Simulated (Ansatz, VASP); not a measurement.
**BN: VASP beside Ansatz**

File POSCAR:

```
BN
1.0
    2.4982400000      0.0000000000      0.0000000000
   -1.2491200000      2.1635393048      0.0000000000
    0.0000000000      0.0000000000      6.6357000000
N B
2 2
Direct
    0.6666666667      0.3333333333      0.2500000000
    0.3333333333      0.6666666667      0.7500000000
    0.6666666667      0.3333333333      0.7500000000
    0.3333333333      0.6666666667      0.2500000000
```

INCAR.step1

```
SYSTEM = BN
PREC = Accurate
ENCUT = 520
EDIFF = 1E-5
ISMEAR = -1
SIGMA = 0.05
LREAL = .FALSE.
LASPH = .TRUE.
NELM = 100
ALGO = Normal
ISIF = 2
LWAVE = .TRUE.
LCHARG = .FALSE.
NBANDS = 16
GGA = PE
```

Contents of INCAR.step2:

```
SYSTEM = BN
PREC = Accurate
ENCUT = 520
EDIFF = 1E-6
ISMEAR = -1
SIGMA = 0.05
LREAL = .FALSE.
LASPH = .TRUE.
NELM = 100
ALGO = Normal
ISIF = 2
LWAVE = .FALSE.
LCHARG = .FALSE.
GGA = PE
LHFCALC = .TRUE.
AEXX = 0.25
PRECFOCK = Normal
NBANDS = 16
ISTART = 1
```

KPOINTS

```
Automatic mesh
0
G
  8 8 4
  0 0 0
```

File input:

```
crystal:
  lattice:
    - [2.49824, 0.0, 0.0]
    - [-1.24912, 2.1635393048, 0.0]
    - [0.0, 0.0, 6.6357]
  atoms:
    - { symbol: "N", position: [0.6666666667, 0.3333333333, 0.25] }
    - { symbol: "N", position: [0.3333333333, 0.6666666667, 0.75] }
    - { symbol: B, position: [0.6666666667, 0.3333333333, 0.75] }
    - { symbol: B, position: [0.3333333333, 0.6666666667, 0.25] }
hamiltonian:
  xc: pbe0
  pseudopotentials: { kind: paw }
kpoints:
  mp_grid: { grid: [8, 8, 4] }
  band_path:
    path:
      - [[0.0, 0.0, 0.0], [0.5, 0.0, 0.0], [0.3333333333, 0.3333333333, 0.0], [0.0, 0.0, 0.0], [0.0, 0.0, 0.5], [0.5, 0.0, 0.5], [0.3333333333, 0.3333333333, 0.5], [0.0, 0.0, 0.5]]
      - [[0.5, 0.0, 0.5], [0.5, 0.0, 0.0]]
      - [[0.3333333333, 0.3333333333, 0.0], [0.3333333333, 0.3333333333, 0.5]]
    npoints: 4
scf:
  occupations: { method: fermi_dirac, width: 0.05 }
  n_extra_bands: 10
output:
  forces: true
  stress: true
  eigenvalues: true
  fatbands: false
  write_density: true
  write_potential: true
  elf: true
  volumetric_format: npy
```

Alike in both runs: functional PBE0; k mesh 8 × 8 × 4; occupations fermi-dirac, width 0.05 eV; no spin polarisation.

```csv
,VASP,Ansatz
version,VASP 6.6.1,Ansatz 0.2.0
potentials or method,"VASP PAW PBE potentials, release 64 (N, B)",Ansatz PAW
plane-wave cutoff (eV),520,420
valence electrons in the cell,16,16
task,single point,band structure
```

|  | VASP | Ansatz | Ansatz less VASP |
| --- | --- | --- | --- |
| gap on the k mesh at the Fermi level (eV) | 6.34 | 6.34 | -0.001 |
| least direct gap on the mesh (eV) | 6.84 | 6.84 | 0.000 |
| pressure (GPa) | 0.2 | 0.0 | -0.20 |
| traceless stress, the component that is largest in VASP (GPa) | 1.88 | 2.29 | +0.413 |
